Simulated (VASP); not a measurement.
# Al16Cu in VASP: further runs, part 2 of 2

VASP 6.6.1. The steps go on from the part before.

**3. Single point, PBE+D3(BJ)**

Input file INCAR:

```
SYSTEM = Al16Cu
ALGO = Normal
DIPOL = 0.5 0.5 0.303
EDIFF = 1E-6
ENCUT = 520
GGA = PE
IDIPOL = 3
ISIF = 2
ISMEAR = 0
IVDW = 12
LASPH = .TRUE.
LCHARG = .FALSE.
LDIPOL = .TRUE.
LREAL = Auto
LWAVE = .FALSE.
NBANDS = 44
NELM = 100
PREC = Accurate
SIGMA = 0.1
```

Input file KPOINTS:

```
k-points
0
G
  5 4 1
  0 0 0
```

Input file POSCAR:

```
Al16Cu
1.0
    5.6324246412      0.0000000000      0.0000000000
    0.0000000000      7.9654513166      0.0000000000
    0.0000000000      0.0000000000     21.2293510975
Al Cu
16 1
Direct
    0.2500000000      0.2500000000      0.1884183827
    0.2500000000      0.7500000000      0.1884183827
    0.7500000000      0.2500000000      0.1884183827
    0.7500000000      0.7500000000      0.1884183827
    0.0000000000      0.0000000000      0.2547466541
    0.0000000000      0.5000000000      0.2547466541
    0.5000000000      0.0000000000      0.2547466541
    0.5000000000      0.5000000000      0.2547466541
    0.2500000000      0.2500000000      0.3240951258
    0.2500000000      0.7500000000      0.3240951258
    0.7500000000      0.2500000000      0.3240951258
    0.7500000000      0.7500000000      0.3240951258
    0.0000000000      0.0000000000      0.3876402562
    0.0000000000      0.5000000000      0.3876402562
    0.5000000000      0.0000000000      0.3876402562
    0.5000000000      0.5000000000      0.3876402562
    0.1666666667      0.2500000000      0.5289540432
```

Potentials or basis: VASP PAW PBE potentials, release 64 (Al, Cu).

Run with:

```sh
$ cat potpaw_PBE.64/Al/POTCAR potpaw_PBE.64/Cu/POTCAR > POTCAR
$ mpirun -np 1 vasp_std > vasp.out
```

OUTCAR:

```text
SYSTEM = Al16Cu
   EDIFF = 1E-6
   ENCUT = 520
   GGA = PE
   ISIF = 2
   ISMEAR = 0
   IVDW = 12
   LASPH = .TRUE.
   LREAL = Auto
   NELM = 100
   PREC = Accurate
 IVDW          = 12

 ion  position               nearest neighbor table
   1  0.250  0.250  0.188-   3 2.82   3 2.82   6 2.82   7 2.82   8 2.82   5 2.82   9 2.88
   2  0.250  0.750  0.188-   4 2.82   4 2.82   6 2.82   7 2.82   8 2.82   5 2.82  10 2.88
   3  0.750  0.250  0.188-   1 2.82   1 2.82   6 2.82   7 2.82   8 2.82   5 2.82  11 2.88
   4  0.750  0.750  0.188-   2 2.82   2 2.82   6 2.82   7 2.82   8 2.82   5 2.82  12 2.88
   5  0.000  0.000  0.255-   7 2.82   7 2.82   3 2.82   4 2.82   1 2.82   2 2.82  13 2.82  11 2.85
                            12 2.85   9 2.85  10 2.85
   6  0.000  0.500  0.255-   8 2.82   8 2.82   3 2.82   4 2.82   1 2.82   2 2.82  14 2.82  11 2.85
                            12 2.85   9 2.85  10 2.85
   7  0.500  0.000  0.255-   5 2.82   5 2.82   3 2.82   4 2.82   1 2.82   2 2.82  15 2.82  11 2.85
                            12 2.85   9 2.85  10 2.85
   8  0.500  0.500  0.255-   6 2.82   6 2.82   3 2.82   4 2.82   1 2.82   2 2.82  16 2.82  11 2.85
                            12 2.85   9 2.85  10 2.85
   9  0.250  0.250  0.324-  13 2.79  14 2.79  15 2.79  16 2.79  11 2.82  11 2.82   7 2.85   8 2.85
                             5 2.85   6 2.85   1 2.88
  10  0.250  0.750  0.324-  13 2.79  14 2.79  15 2.79  16 2.79  12 2.82  12 2.82   7 2.85   8 2.85
                             5 2.85   6 2.85   2 2.88
  11  0.750  0.250  0.324-  13 2.79  14 2.79  15 2.79  16 2.79   9 2.82   9 2.82   7 2.85   8 2.85
                             5 2.85   6 2.85   3 2.88
  12  0.750  0.750  0.324-  13 2.79  14 2.79  15 2.79  16 2.79  10 2.82  10 2.82   7 2.85   8 2.85
                             5 2.85   6 2.85   4 2.88
  13  0.000  0.000  0.388-   9 2.79  10 2.79  11 2.79  12 2.79  15 2.82  15 2.82   5 2.82
  14  0.000  0.500  0.388-   9 2.79  10 2.79  11 2.79  12 2.79  16 2.82  16 2.82   6 2.82
  15  0.500  0.000  0.388-   9 2.79  10 2.79  11 2.79  12 2.79  13 2.82  13 2.82   7 2.82
  16  0.500  0.500  0.388-   9 2.79  10 2.79  11 2.79  12 2.79  14 2.82  14 2.82   8 2.82
  17  0.167  0.250  0.529-

  LATTYP: Found a simple orthorhombic cell.
 ALAT       =     5.6324246412
 B/A-ratio  =     1.4142135624
 C/A-ratio  =     3.7691318482

  Lattice vectors:

 A1 = (   5.6324246412,   0.0000000000,   0.0000000000)
 A2 = (   0.0000000000,   7.9654513166,   0.0000000000)
 A3 = (   0.0000000000,   0.0000000000,  21.2293510975)

Analysis of symmetry for initial positions (statically):
=====================================================================
 Subroutine PRICEL returns:
 Original cell was already a primitive cell.

 Routine SETGRP: Setting up the symmetry group for a
 simple orthorhombic supercell.

 Subroutine GETGRP returns: Found  2 space group operations
 (whereof  1 operations were pure point group operations)
 out of a pool of  8 trial point group operations.

The static configuration has the point symmetry C_1 .
 The point group associated with its full space group is C_1h.

Analysis of symmetry for dynamics (positions and initial velocities):
=====================================================================
 Subroutine PRICEL returns:
 Original cell was already a primitive cell.

 Routine SETGRP: Setting up the symmetry group for a
 simple orthorhombic supercell.

 Subroutine GETGRP returns: Found  2 space group operations
 (whereof  1 operations were pure point group operations)
 out of a pool of  8 trial point group operations.

The dynamic configuration has the point symmetry C_1 .
 The point group associated with its full space group is C_1h.

 Subroutine INISYM returns: Found  2 space group operations
 (whereof  1 operations are pure point group operations),
 and found     1 'primitive' translations
[... 103 lines left out ...]
   ISPIN  =      1    spin polarized calculation?
   LNONCOLLINEAR =      F non collinear calculations
   LSORBIT =      F    spin-orbit coupling
   LASPH  =      T    aspherical Exc in radial PAW
   ENCUT  =  520.0 eV  38.22 Ry    6.18 a.u.  10.47 14.81 39.47*2*pi/ulx,y,z
   NELM   =    100;   NELMIN=  2; NELMDL= -5     # of ELM steps
   EDIFF  = 0.1E-05   stopping-criterion for ELM
   LREAL  =      T    real-space projection
   EDIFFG = 0.1E-04   stopping-criterion for IOM
   NSW    =      0    number of steps for IOM
   IBRION =     -1    ionic relax: 0-MD 1-quasi-New 2-CG
   NFREE  =      0    steps in history (QN), initial steepest desc. (CG)
   ISIF   =      2    stress and relaxation
   ISYM   =      2    0-nonsym 1-usesym 2-fastsym
   POTIM  = 0.5000    time-step for ionic-motion
   TEBEG  =    0.0;   TEEND  =   0.0 temperature during run
   PSTRESS=    0.0 pullay stress
   NELECT =      59.0000    total number of electrons
   NUPDOWN=      -1.0000    fix difference up-down
   EMIN   =  10.00;   EMAX   =-10.00  energy-range for DOS
   EFERMI =   0.00;   METHOD = LEGACY
   ISMEAR =     0;   SIGMA  =   0.10  broadening in eV -4-tet -1-fermi 0-gaus
   EFERMI_NEDOS =   21; number of points for ismear=-14 and -15
   IALGO  =     38    algorithm
   IMIX   =      4    mixing-type and parameters
     AMIX     =   0.40;   BMIX     =  1.00
     AMIX_MAG =   1.60;   BMIX_MAG =  1.00
  volume/ion in A,a.u.               =      56.03       378.09
  Fermi-wavevector in a.u.,A,eV,Ry     =   0.647756  1.224081  5.708836  0.419588
  Thomas-Fermi vector in A             =   1.716167
   LORBIT       =      0    0 simple, 1 ext, 2 COOP (PROOUT), +10 PAW based schemes
   GGA     = PE    functional components
   LHFCALC =     F    Hartree Fock is set to
   AEXX    =    0.0000 exact exchange contribution
   IVDW    =    12    specifies the selected vdW correction
   LEPSILON=     F    determine dielectric tensor
   LRPA    =     F    only Hartree local field effects (RPA)
 non-spin polarized calculation
 Gauss-broadening in eV      SIGMA  =   0.10
  energy-cutoff  :      520.00
  volume of cell :      952.45
 maximum number of plane-waves:     25710
 NGX is ok and might be reduce to    42
   NGX = 21   NGY = 29   NGZ = 79

 dipolmoment           0.000000      0.000000     -0.031452 electrons x Angstroem

 number of electron      59.0000014 magnetization

 dipolmoment           0.000000      0.000000      0.088896 electrons x Angstroem

 Free energy of the ion-electron system (eV)
  ---------------------------------------------------
  ext. energy  EPLUGINS =         0.00000000
  ---------------------------------------------------
  free energy    TOTEN  =       -55.73159964 eV

  energy without entropy =      -55.66443773  energy(sigma->0) =      -55.69801869

 E-fermi :  -0.6322     XC(G=0):  -4.1204

 val. band max:       -0.6449280697   @ k =   0.0000   0.2500   0.0000
 cond. band min:      -0.6256391966   @ k =   0.0000   0.2500   0.0000
 fundamental gap:      0.0192888731
 Fermi energy:        -0.6322154248

 k-point     1 :       0.0000    0.0000    0.0000
  band No.  band energies     occupation
      1     -11.0848      2.00000
      2      -8.8319      2.00000
      3      -8.7785      2.00000
      4      -8.6353      2.00000
      5      -6.5434      2.00000
      6      -6.5123      2.00000
[... 385 lines left out ...]
     40       1.8406      0.00000
     41       1.9828      0.00000
 [bands above 41 left out]

------------------------ aborting loop because EDIFF is reached ----------------------------------------

 vacuum level on the upper side and lower side of the slab       (xc-potential included)         0.089        -0.213

 Edisp (eV)   -3.58029

 E8    (eV) :    -1.6739

  FORCE on cell =-STRESS in cart. coord.  units (eV):
  Direction    XX          YY          ZZ          XY          YZ          ZX
  --------------------------------------------------------------------------------------
  -------------------------------------------------------------------------------------
  Total     -12.20203    -4.17440    -4.10377     0.00000     0.00000    -0.25945
  in kB     -20.52580    -7.02202    -6.90322     0.00000     0.00000    -0.43643
  external pressure =      -11.48 kB  Pullay stress =        0.00 kB

 VOLUME and BASIS-vectors are now :
 -----------------------------------------------------------------------------
  energy-cutoff  :      520.00
  volume of cell :      952.45
      direct lattice vectors                 reciprocal lattice vectors
     5.632424641  0.000000000  0.000000000     0.177543432  0.000000000  0.000000000
     0.000000000  7.965451317  0.000000000     0.000000000  0.125542165  0.000000000
     0.000000000  0.000000000 21.229351098     0.000000000  0.000000000  0.047104596

 POSITION                                       TOTAL-FORCE (eV/Angst)
 -----------------------------------------------------------------------------------
      1.40811      1.99136      4.00000        -0.026975      0.000000      0.168779
      1.40811      5.97409      4.00000         0.027727      0.000000      0.148605
      4.22432      1.99136      4.00000         0.031349      0.000000      0.178575
      4.22432      5.97409      4.00000        -0.026617      0.000000      0.128700
      0.00000      0.00000      5.40811        -0.056965     -0.002018     -0.131815
      0.00000      3.98273      5.40811        -0.056965      0.002018     -0.131815
[... 9 lines left out ...]
      2.81621      3.98273      8.22935        -0.020280     -0.047098      0.106744
      0.93874      1.99136     11.22935        -0.071014      0.000000     -0.972807
 -----------------------------------------------------------------------------------
    total drift:                                0.000177      0.000000     -0.003715

  FREE ENERGIE OF THE ION-ELECTRON SYSTEM (eV)
  ---------------------------------------------------
  free  energy   TOTEN  =       -59.3118903389 eV

  energy  without entropy=      -59.2447284253  energy(sigma->0) =      -59.27830938

 vacuum level on the upper side and lower side of the slab         3.698         3.402
```

Wall time 9.2 min (1 thread of Intel Xeon 6975P-C (Granite Rapids), shared host); peak memory 0.88 GiB.

Results:

```yaml
Free_energy: -59.3119 eV
Largest_force: 0.975 eV/Å
Band_gap_on_the_k_mesh: zero (an odd number of electrons rules out a gap without spin polarisation)
Dispersion_energy_per_atom: -0.211 eV
```

Forces in eV/Å, atoms in the order of the input:
```
Al  -0.027  0.000  0.169
Al   0.028  0.000  0.149
Al   0.031  0.000  0.179
Al  -0.027  0.000  0.129
Al  -0.057 -0.002 -0.132
Al  -0.057  0.002 -0.132
Al   0.054 -0.034 -0.103
Al   0.054  0.034 -0.103
Al   0.021  0.000 -0.080
Al   0.038  0.000  0.034
Al  -0.003  0.000 -0.040
Al  -0.027  0.000 -0.062
Al   0.041  0.215  0.376
Al   0.041 -0.215  0.376
Al  -0.020  0.047  0.107
Al  -0.020 -0.047  0.107
Cu  -0.071  0.000 -0.973
```

Levels at points of the mesh, in eV from the Fermi level:
```tsv
k point	band 27	band 28	band 29	band 30	band 31	band 32	band 33	band 34
(0.00, 0.00, 0.00)	-0.69	-0.66	-0.54	-0.24	-0.13	0.03	0.20	1.15
(0.00, 0.50, 0.00)	-0.72	-0.72	-0.70	-0.13	0.27	0.28	0.31	0.34
```
